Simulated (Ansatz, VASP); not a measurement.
# GaN in VASP and in Ansatz

```
Ga N
1.0
     0.00000    2.19716    2.25350
     2.19716    0.00000    2.25350
     2.19716    2.19716    0.00000
Ga N
1 1
Direct
  0.00000 0.00000 0.00000
  0.75000 0.75000 0.75000
```

Change from the starting cell: strain -0.025 along x and y, +0.000 along z, atoms carried along.

Alike in both runs: task single point; functional r2SCAN; k mesh 10 × 10 × 10; occupations gaussian, width 0.05 eV; no spin polarisation.

|  | VASP | Ansatz |
| --- | --- | --- |
| version | VASP 6.6.1 | Ansatz 0.2.0 |
| potentials or method | VASP PAW PBE potentials, release 64 (Ga_d, N), cutoff 520 eV | scalar-relativistic, plane waves, PAW |
| valence electrons in the cell | 18 | 18 |

VASP gave:

```
gap on the k mesh at the Fermi level (eV)                     : 2.41
least direct gap on the mesh (eV)                             : 2.41
pressure (GPa)                                                : 10.8
traceless stress, the component that is largest in VASP (GPa) : -2.28
```

**Question.** Which values does Ansatz return?

**Answer.** gap on the k mesh at the Fermi level (eV): 2.42; least direct gap on the mesh (eV): 2.42; pressure (GPa): 9.6; traceless stress, the component that is largest in VASP (GPa): -2.29.

VASP's potentials were made for PBE, not for r2SCAN.
